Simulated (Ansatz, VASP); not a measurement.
## Two plane-wave programs on Sr

Contents of INCAR:

```
SYSTEM = Sr
PREC = Accurate
ENCUT = 600
EDIFF = 1E-7
ISMEAR = 0
SIGMA = 0.01
LREAL = .FALSE.
LASPH = .TRUE.
NELM = 100
ALGO = Normal
ISIF = 3
LWAVE = .FALSE.
LCHARG = .FALSE.
GGA = PE
IBRION = 2
NSW = 100
EDIFFG = -0.01
```

The input KPOINTS:

```
regular mesh
0
G
  12 12 12
  0 0 0
```

File POSCAR:

```
Sr
1.0
   -2.1852687948      2.1852687948      2.8541325453
    2.1852687948     -2.1852687948      2.8541325453
    2.1852687948      2.1852687948     -2.8541325453
Sr
1
Direct
    0.5000000000      0.5000000000      0.0000000000
```

Input for Ansatz:

```yaml
crystal:
  lattice:
    - [-2.1852687948, 2.1852687948, 2.8541325453]
    - [2.1852687948, -2.1852687948, 2.8541325453]
    - [2.1852687948, 2.1852687948, -2.8541325453]
  atoms:
    - { symbol: Sr, position: [0.5, 0.5, 0.0] }
basis:
  ecutwfc: 420
kpoints:
  mp_grid: { grid: [12, 12, 12] }
hamiltonian:
  xc: pbe
scf:
  occupations: { method: gaussian, width: 0.01 }
output:
  forces: true
  stress: true
  eigenvalues: true
relax:
  adjacent_minimum: "off"
  f_tol: 0.01
  max_steps: 80
  cell: { stress_tol: 0.05 }
```

Alike in both runs: task relaxation of cell and atoms; functional PBE; k mesh 12 × 12 × 12; occupations gaussian, width 0.01 eV; no spin polarisation.

```csv
,VASP,Ansatz
version,VASP 6.6.1,Ansatz 0.2.0
potentials or method,"VASP PAW PBE potentials, release 64 (Sr_sv), cutoff 600 eV","scalar-relativistic, plane waves, PAW"
valence electrons in the cell,10,10
```

```tsv
	VASP	Ansatz	Ansatz less VASP
gap on the k mesh at the Fermi level, each at its own relaxed structure (eV)	none	none	-
relaxed volume (Å³/atom)	54.43	54.47	+0.045
relaxed cell length with the largest relative difference (Å)	4.263	4.243	-0.0194
```

A gap of «none» marks a metal or a gap that the smearing closes.
